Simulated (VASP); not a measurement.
Wanted: the native input for a VASP 6.6.1 run.

| Property | Result |
| --- | --- |
| Task | single point |
| Functional | PBE |
| Potentials or basis | VASP PAW PBE potentials, release 64 (F, Rb_sv, Cs_sv, Cr_pv) |
| Cutoff | 600 eV |
| k mesh | 4 × 4 × 4 |
| Occupations | fermi-dirac, width 0.0879 eV |
| Spin | no spin polarisation |
| Dipole correction | no |
| Further INCAR settings | ALGO = Normal; EDIFF = 1e-06; NBANDS = 52 |

The structure of CsRb2CrF6 lies in POSCAR:

```
CsRb2CrF6
1.0
    0.0000000000      4.4551410000      4.4551410000
    4.4551410000      0.0000000000      4.4551410000
    4.4551410000      4.4551410000      0.0000000000
F Rb Cs Cr
6 2 1 1
Direct
    0.7800000000      0.2200000000      0.2200000000
    0.2200000000      0.7800000000      0.2200000000
    0.2200000000      0.7800000000      0.7800000000
    0.7800000000      0.2200000000      0.7800000000
    0.2200000000      0.2200000000      0.7800000000
    0.7800000000      0.7800000000      0.2200000000
    0.2500000000      0.2500000000      0.2500000000
    0.7500000000      0.7500000000      0.7500000000
    0.5000000000      0.5000000000      0.5000000000
    0.0000000000      0.0000000000      0.0000000000
```

These files were run (other wordings do the same):

INCAR

```
PREC = Accurate
ENCUT = 600
EDIFF = 1E-6
ISMEAR = -1
SIGMA = 0.0879
LREAL = F
LASPH = T
NELM = 120
ALGO = Normal
ISIF = 2
LWAVE = F
LCHARG = F
GGA = PE
NBANDS = 52
GGA_COMPAT = F
```

KPOINTS

```
regular mesh
0
Gamma
  4 4 4
```

Potentials or basis: VASP PAW PBE potentials, release 64 (F, Rb_sv, Cs_sv, Cr_pv).

The run is started by

```sh
$ cat potpaw_PBE.64/F/POTCAR potpaw_PBE.64/Rb_sv/POTCAR potpaw_PBE.64/Cs_sv/POTCAR potpaw_PBE.64/Cr_pv/POTCAR > POTCAR
$ mpirun -np 1 vasp_std > vasp.out
```

It gave:

```yaml
Pressure: 6.1 GPa
Largest_force: 1.897 eV/Å
```

Caveat: an odd number of electrons without spin polarisation forces a metal; a magnetic or distorted state may lie lower; the run has no spin polarisation, though such a crystal can be magnetic.

It took 120 s on 1 thread of Intel(R) Xeon(R) Platinum 8259CL CPU @ 2.50GHz (Skylake/Cascade Lake) (shared host), peak memory 0.4 GiB.
